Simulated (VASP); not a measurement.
# Zr2HS4: single point with PBE+D3(BJ)

The system is Zr2HS4, a slab with vacuum.

```
S Zr H
1.0
     7.29768    0.00000    0.00000
    -3.64884    6.31997    0.00000
     0.00000    0.00000   20.91715
S Zr H
8 4 2
Cartesian
  1.8244 1.0533 4.0000
  0.0000 4.2133 4.0000
  5.4733 1.0533 4.0000
  3.6488 4.2133 4.0000
  0.0000 2.1067 6.9172
  -1.8244 5.2666 6.9172
  3.6488 2.1067 6.9172
  1.8244 5.2666 6.9172
  0.0000 0.0000 5.4586
  -1.8244 3.1600 5.4586
  3.6488 0.0000 5.4586
  1.8244 3.1600 5.4586
  -0.2815 4.3758 9.5172
  0.2815 4.0508 9.5172
```

* Program: VASP 6.6.1
* Task: single point
* Functional: PBE
* Dispersion: D3(BJ)
* Potentials or basis: VASP PAW PBE potentials, release 64 (S, Zr_sv, H)
* Cutoff: 400 eV
* k mesh: 6 × 6 × 1
* Occupations: gaussian, width 0.05 eV
* Spin: no spin polarisation

```yaml
Largest_force: 4.871 eV/Å
Band_gap_on_the_k_mesh: 1.10 eV
Dispersion_energy_per_atom: -0.216 eV
```

Forces in eV/Å, atoms in the order of the input:
```
S    0.003  0.000 -0.013
S   -0.001  0.001 -0.004
S   -0.003  0.001 -0.012
S    0.002 -0.003 -0.013
S    0.000 -0.012 -0.008
S   -0.011  0.006  0.000
S    0.000  0.000  0.018
S    0.011  0.006 -0.008
Zr  -0.005  0.003  0.001
Zr   0.010  0.000  0.006
Zr   0.006 -0.009  0.006
Zr  -0.009  0.005  0.007
H   -4.218  2.435  0.010
H    4.216 -2.434  0.011
```

Levels at points of the mesh, in eV from the valence-band top:
| k point | band 47 | band 48 | band 49 | band 50 | band 51 | band 52 |
| --- | --- | --- | --- | --- | --- | --- |
| (0.00, 0.00, 0.00) | -0.85 | 0.00 | 0.00 | 1.10 | 1.10 | 1.11 |
| (0.50, 0.00, 0.00) | -0.85 | -0.50 | -0.49 | 1.48 | 1.49 | 2.28 |
| (0.50, 0.50, 0.00) | -0.85 | -0.50 | -0.49 | 1.48 | 1.49 | 2.28 |

Run time: 16 min on 1 thread of Intel(R) Xeon(R) Platinum 8488C (Sapphire Rapids), with other jobs on the host, peak memory 0.91 GiB.
